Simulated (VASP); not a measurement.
# HW16C in VASP: single point with PBE+D3(BJ)

Aim: the single point of HW16C with PBE+D3(BJ).

Everything below comes from runs of VASP 6.6.1. Logs are shortened: lines on timing, memory, paths and dates and some standing lists are left out, and cuts for length are marked.

## Step 1: The cell of the first run

The cell holds a slab with vacuum, 18 atoms: a = 5.472 Å, b = 5.472 Å, c = 26.802 Å, α = 90.00°, β = 90.00°, γ = 109.47°.

## Step 2: Single point, PBE+D3(BJ)

File INCAR:

```
PREC     = Accurate       # precision mode
ENCUT    = 520            # plane-wave cutoff, eV
EDIFF    = 1E-7           # SCF threshold, eV
ISMEAR   = 0              # smearing method
SIGMA    = 0.1            # smearing width, eV
LREAL    = Auto         
LASPH    = T              # aspherical terms in the spheres
NELM     = 100            # most SCF steps
ALGO     = Normal         # electronic algorithm
ISIF     = 2              # what is computed and relaxed
LWAVE    = F              # write WAVECAR
LCHARG   = F              # write CHGCAR
LDIPOL   = T            
IDIPOL   = 3            
DIPOL    = 0.5 0.5 0.463
GGA      = PE             # functional
IVDW     = 12             # dispersion correction
NBANDS   = 130            # bands
```

File KPOINTS:

```
regular mesh
0
Gamma
  6 6 1
```

File POSCAR:

```
HW16C
1.0
    5.4721979736      0.0000000000      0.0000000000
   -1.8240659912      5.1592377269      0.0000000000
    0.0000000000      0.0000000000     26.8020464035
W C H
16 1 1
Direct
    0.2500000000      0.2500000000      0.3171399628
    0.2500000000      0.7500000000      0.3171399628
    0.7500000000      0.2500000000      0.3171399628
    0.7500000000      0.7500000000      0.3171399628
    0.5000000000      0.5000000000      0.4004923843
    0.5000000000      0.0000000000      0.4004923843
    0.0000000000      0.5000000000      0.4004923843
    0.0000000000      0.0000000000      0.4004923843
    0.7498805653      0.7500093670      0.4850985822
    0.7498230466      0.2501769534      0.4825295888
    0.2499889604      0.7500110396      0.4840533984
    0.2499906330      0.2501194347      0.4850985822
    0.0049793672     -0.0049793672      0.5664763244
   -0.0120746284      0.4885672705      0.5660718328
    0.5114327295      0.0120746284      0.5660718328
    0.4944882821      0.5055117179      0.5665395443
    0.2506261534      0.7493738466      0.6126244658
    0.2512865190      0.7487134810      0.6536073631
```

Potentials or basis: VASP PAW PBE potentials, release 64 (W_sv, C, H).

Started as:

```bash
cat potpaw_PBE.64/W_sv/POTCAR potpaw_PBE.64/C/POTCAR potpaw_PBE.64/H/POTCAR > POTCAR
mpirun -np 1 vasp_std > vasp.out
```

OUTCAR:

```text
PREC = Accurate
   ENCUT = 520
   EDIFF = 1E-7
   ISMEAR = 0
   LREAL = Auto
   LASPH = T
   NELM = 100
   ISIF = 2
   GGA = PE
   IVDW = 12
 IVDW          = 12

 ion  position               nearest neighbor table
   1  0.250  0.250  0.317-   3 2.74   3 2.74   2 2.74   2 2.74   5 2.74   8 2.74   4 3.16   4 3.16
                             6 3.16   7 3.16
   2  0.250  0.750  0.317-   4 2.74   4 2.74   1 2.74   1 2.74   6 2.74   7 2.74   3 3.16   3 3.16
                             8 3.16   5 3.16
   3  0.750  0.250  0.317-   1 2.74   1 2.74   4 2.74   4 2.74   6 2.74   7 2.74   2 3.16   2 3.16
                             8 3.16   5 3.16
   4  0.750  0.750  0.317-   2 2.74   2 2.74   3 2.74   3 2.74   5 2.74   8 2.74   1 3.16   1 3.16
                             6 3.16   7 3.16
   5  0.500  0.500  0.400-   7 2.74   7 2.74   6 2.74   6 2.74   1 2.74   4 2.74  12 2.76   9 2.76
                            10 3.13   8 3.16   8 3.16   2 3.16   3 3.16  11 3.16
   6  0.500  0.000  0.400-  10 2.71   8 2.74   8 2.74   5 2.74   5 2.74   3 2.74   2 2.74  11 2.74
                             7 3.16   7 3.16   1 3.16   4 3.16   9 3.18  12 3.18
   7  0.000  0.500  0.400-  10 2.71   5 2.74   5 2.74   8 2.74   8 2.74   3 2.74   2 2.74  11 2.74
                             6 3.16   6 3.16   1 3.16   4 3.16  12 3.18   9 3.18
   8  0.000  0.000  0.400-   6 2.74   6 2.74   7 2.74   7 2.74   1 2.74   4 2.74   9 2.76  12 2.76
                            10 3.14   5 3.16   5 3.16   2 3.16   3 3.16  11 3.16
   9  0.750  0.750  0.485-  13 2.69  16 2.69  11 2.74  10 2.74  11 2.74  10 2.74   5 2.76   8 2.76
                            14 3.11  15 3.12  12 3.16  12 3.16   6 3.18   7 3.18
  10  0.750  0.250  0.483-  15 2.70  14 2.70   7 2.71   6 2.71  12 2.74   9 2.74  12 2.74   9 2.74
                             5 3.13   8 3.14  11 3.16  11 3.16  13 3.20  16 3.21
  11  0.250  0.750  0.484-   9 2.74  12 2.74   9 2.74  12 2.74   6 2.74   7 2.74  14 2.75  15 2.75
                            16 3.11  13 3.11  10 3.16  10 3.16   8 3.16   5 3.16
  12  0.250  0.250  0.485-  13 2.69  16 2.69  11 2.74  10 2.74  11 2.74  10 2.74   5 2.76   8 2.76
                            15 3.11  14 3.12   9 3.16   9 3.16   7 3.18   6 3.18
  13  0.005  0.995  0.566-  17 2.52   9 2.69  12 2.69  15 2.73  14 2.73  15 2.74  14 2.74  11 3.11
                            16 3.16  16 3.16  10 3.20
  14  0.988  0.489  0.566-  17 2.07  10 2.70  16 2.73  13 2.73  13 2.74  16 2.74  11 2.75  15 3.01
                             9 3.11  12 3.12  15 3.31
  15  0.511  0.012  0.566-  17 2.07  10 2.70  16 2.73  13 2.73  13 2.74  16 2.74  11 2.75  14 3.01
                            12 3.11   9 3.12  14 3.31
  16  0.494  0.506  0.567-  17 2.50   9 2.69  12 2.69  14 2.73  15 2.73  14 2.74  15 2.74  11 3.11
                            13 3.16  13 3.16  10 3.21
  17  0.251  0.749  0.613-  18 1.10  14 2.07  15 2.07  16 2.50  13 2.52
  18  0.251  0.749  0.654-  17 1.10

  LATTYP: Found a base centered orthorhombic cell.
 ALAT       =     6.3187499463
 B/A-ratio  =     1.4142135624
 C/A-ratio  =     4.2416691009

  Lattice vectors:

 A1 = (   5.4721979736,   0.0000000000,   0.0000000000)
 A2 = (  -1.8240659912,   5.1592377269,   0.0000000000)
 A3 = (   0.0000000000,   0.0000000000,  26.8020464035)

Analysis of symmetry for initial positions (statically):
=====================================================================
 Subroutine PRICEL returns:
 Original cell was already a primitive cell.

 Routine SETGRP: Setting up the symmetry group for a
 base centered orthorhombic supercell.

 Subroutine GETGRP returns: Found  2 space group operations
 (whereof  2 operations were pure point group operations)
 out of a pool of  8 trial point group operations.

The static configuration has the point symmetry C_1h.

Analysis of symmetry for dynamics (positions and initial velocities):
=====================================================================
 Subroutine PRICEL returns:
 Original cell was already a primitive cell.

 Routine SETGRP: Setting up the symmetry group for a
 base centered orthorhombic supercell.

 Subroutine GETGRP returns: Found  2 space group operations
 (whereof  2 operations were pure point group operations)
 out of a pool of  8 trial point group operations.

The dynamic configuration has the point symmetry C_1h.

 Subroutine INISYM returns: Found  2 space group operations
 (whereof  2 operations are pure point group operations),
 and found     1 'primitive' translations

----------------------------------------------------------------------------------------

                                     Primitive cell

  volume of cell :     756.6853

  direct lattice vectors                    reciprocal lattice vectors
     5.472197974  0.000000000  0.000000000     0.182741927  0.064609028  0.000000000
    -1.824065991  5.159237727  0.000000000     0.000000000  0.193827083  0.000000000
     0.000000000  0.000000000 26.802046404     0.000000000  0.000000000  0.037310584

  length of vectors
     5.472197974  5.472197974 26.802046404     0.193827083  0.193827083  0.037310584

[... 76 lines left out ...]
 -0.333333  0.166667  0.000000      4.000000
 -0.166667  0.166667  0.000000      2.000000
  0.333333  0.333333  0.000000      2.000000
  0.500000  0.333333  0.000000      4.000000
 -0.333333  0.333333  0.000000      2.000000
  0.500000  0.500000  0.000000      1.000000
   k-points           NKPTS =     13   k-points in BZ     NKDIM =     13   number of bands    NBANDS=    130
   number of dos      NEDOS =    301   number of ions     NIONS =     18
   total plane-waves  NPLWV = 352800
   dimension x,y,z NGX =    42 NGY =   42 NGZ =  200
   dimension x,y,z NGXF=    84 NGYF=   84 NGZF=  400
   ions per type =              16   1   1
   NGX,Y,Z   is equivalent  to a cutoff of  12.76, 12.76, 12.41 a.u.
   NGXF,Y,Z  is equivalent  to a cutoff of  25.52, 25.52, 24.81 a.u.
 SYSTEM =  unknown system
   PREC   = accura    normal or accurate (medium, high low for compatibility)
   ISTART =      0    job   : 0-new  1-cont  2-samecut
   ICHARG =      2    charge: 1-file 2-atom 10-const
   ISPIN  =      1    spin polarized calculation?
   LNONCOLLINEAR =      F non collinear calculations
   LSORBIT =      F    spin-orbit coupling
   LASPH  =      T    aspherical Exc in radial PAW
   ENCUT  =  520.0 eV  38.22 Ry    6.18 a.u.  10.17 10.17 49.83*2*pi/ulx,y,z
   NELM   =    100;   NELMIN=  2; NELMDL= -5     # of ELM steps
   EDIFF  = 0.1E-06   stopping-criterion for ELM
   LREAL  =      T    real-space projection
   EDIFFG = 0.1E-05   stopping-criterion for IOM
   NSW    =      0    number of steps for IOM
   IBRION =     -1    ionic relax: 0-MD 1-quasi-New 2-CG
   NFREE  =      0    steps in history (QN), initial steepest desc. (CG)
   ISIF   =      2    stress and relaxation
   ISYM   =      2    0-nonsym 1-usesym 2-fastsym
   POTIM  = 0.5000    time-step for ionic-motion
   TEBEG  =    0.0;   TEEND  =   0.0 temperature during run
   PSTRESS=    0.0 pullay stress
   NELECT =     229.0000    total number of electrons
   NUPDOWN=      -1.0000    fix difference up-down
   EMIN   =  10.00;   EMAX   =-10.00  energy-range for DOS
   EFERMI =   0.00;   METHOD = LEGACY
   ISMEAR =     0;   SIGMA  =   0.10  broadening in eV -4-tet -1-fermi 0-gaus
   EFERMI_NEDOS =   21; number of points for ismear=-14 and -15
   IALGO  =     38    algorithm
   IMIX   =      4    mixing-type and parameters
     AMIX     =   0.40;   BMIX     =  1.00
     AMIX_MAG =   1.60;   BMIX_MAG =  1.00
  volume/ion in A,a.u.               =      42.04       283.69
  Fermi-wavevector in a.u.,A,eV,Ry     =   1.099128  2.077051 16.436955  1.208082
  Thomas-Fermi vector in A             =   2.235517
   LORBIT       =      0    0 simple, 1 ext, 2 COOP (PROOUT), +10 PAW based schemes
   GGA     = PE    functional components
   LHFCALC =     F    Hartree Fock is set to
   AEXX    =    0.0000 exact exchange contribution
   IVDW    =    12    specifies the selected vdW correction
   LEPSILON=     F    determine dielectric tensor
   LRPA    =     F    only Hartree local field effects (RPA)
 non-spin polarized calculation
 Gauss-broadening in eV      SIGMA  =   0.10
  energy-cutoff  :      520.00
  volume of cell :      756.69
 maximum number of plane-waves:     20450
 NGX is ok and might be reduce to    42
   NGX = 21   NGY = 21   NGZ = 99

 dipolmoment           0.000000      0.000000      0.025294 electrons x Angstroem

 number of electron     229.0000046 magnetization

 dipolmoment           0.000000      0.000000     -0.089274 electrons x Angstroem

 Free energy of the ion-electron system (eV)
  ---------------------------------------------------
  ext. energy  EPLUGINS =         0.00000000
  ---------------------------------------------------
  free energy    TOTEN  =      -209.53228406 eV

  energy without entropy =     -209.48588025  energy(sigma->0) =     -209.50908216

 E-fermi :   0.8984     XC(G=0):  -5.4915

 val. band max:        0.8668444423   @ k =  -0.1667   0.1667   0.0000
 cond. band min:       0.9061074290   @ k =   0.5000   0.3333   0.0000
 fundamental gap:      0.0392629867
 Fermi energy:         0.8984077755

 k-point     1 :       0.0000    0.0000    0.0000
  band No.  band energies     occupation
      1     -73.2569      2.00000
      2     -73.2042      2.00000
      3     -73.1658      2.00000
      4     -73.1500      2.00000
      5     -73.1419      2.00000
      6     -73.1334      2.00000
[... 1666 lines left out ...]
    125       1.5588      0.00000
    126       1.6891      0.00000
 [bands above 126 left out]

------------------------ aborting loop because EDIFF is reached ----------------------------------------

 vacuum level on the upper side and lower side of the slab       (xc-potential included)        -0.336         0.210

 Edisp (eV)   -8.26476

 E8    (eV) :    -4.3460

  FORCE on cell =-STRESS in cart. coord.  units (eV):
  Direction    XX          YY          ZZ          XY          YZ          ZX
  --------------------------------------------------------------------------------------
  -------------------------------------------------------------------------------------
  Total     -15.14681   -15.38716    -3.74243    -0.33991    -0.01780     0.02517
  in kB     -32.07128   -32.58020    -7.92408    -0.71972    -0.03769     0.05330
  external pressure =      -24.19 kB  Pullay stress =        0.00 kB

 VOLUME and BASIS-vectors are now :
 -----------------------------------------------------------------------------
  energy-cutoff  :      520.00
  volume of cell :      756.69
      direct lattice vectors                 reciprocal lattice vectors
     5.472197974  0.000000000  0.000000000     0.182741927  0.064609028  0.000000000
    -1.824065991  5.159237727  0.000000000     0.000000000  0.193827083  0.000000000
     0.000000000  0.000000000 26.802046404     0.000000000  0.000000000  0.037310584

 POSITION                                       TOTAL-FORCE (eV/Angst)
 -----------------------------------------------------------------------------------
      0.91203      1.28981      8.50000         0.000239      0.000925      0.563290
      0.00000      3.86943      8.50000         0.000014     -0.000010      0.324449
      3.64813      1.28981      8.50000        -0.000725      0.000512      0.444116
      2.73610      3.86943      8.50000        -0.000793     -0.000534      0.563290
      1.82407      2.57962     10.73402        -0.127761      0.090341     -0.592273
      2.73610      0.00000     10.73402        -0.002470     -0.000394     -0.422476
[... 10 lines left out ...]
      0.00457      3.86620     16.41959         0.002854     -0.002018      0.050865
      0.00939      3.86279     17.51801        -0.011201      0.007921      0.017784
 -----------------------------------------------------------------------------------
    total drift:                                0.004726     -0.003342      0.004978

  FREE ENERGIE OF THE ION-ELECTRON SYSTEM (eV)
  ---------------------------------------------------
  free  energy   TOTEN  =      -217.7970417610 eV

  energy  without entropy=     -217.7506379535  energy(sigma->0) =     -217.77383986

 vacuum level on the upper side and lower side of the slab         5.244         5.798
```

It took 50 min on 1 thread of AMD EPYC 9R45 (Zen 5), shared host; peak memory 1.2 GiB.

Results:

```yaml
Free_energy: -217.7970 eV
Largest_force: 0.613 eV/Å
Band_gap_on_the_k_mesh: zero (an odd number of electrons rules out a gap without spin polarisation)
Dispersion_energy_per_atom: -0.459 eV
```

Forces in eV/Å, atoms in the order of the input:
```
W    0.000  0.001  0.563
W    0.000  0.000  0.324
W   -0.001  0.001  0.444
W   -0.001 -0.001  0.563
W   -0.128  0.090 -0.592
W   -0.002  0.000 -0.422
W    0.000  0.002 -0.422
W    0.123 -0.087 -0.587
W   -0.002  0.016  0.006
W    0.014 -0.010 -0.010
W   -0.008  0.006  0.004
W   -0.015 -0.004  0.006
W   -0.011  0.008  0.041
W   -0.009 -0.039  0.000
W    0.034  0.021  0.000
W    0.015 -0.011  0.014
C    0.003 -0.002  0.051
H   -0.011  0.008  0.018
```

Caveat: spin-orbit coupling is left out, which moves the levels of the heavy elements.
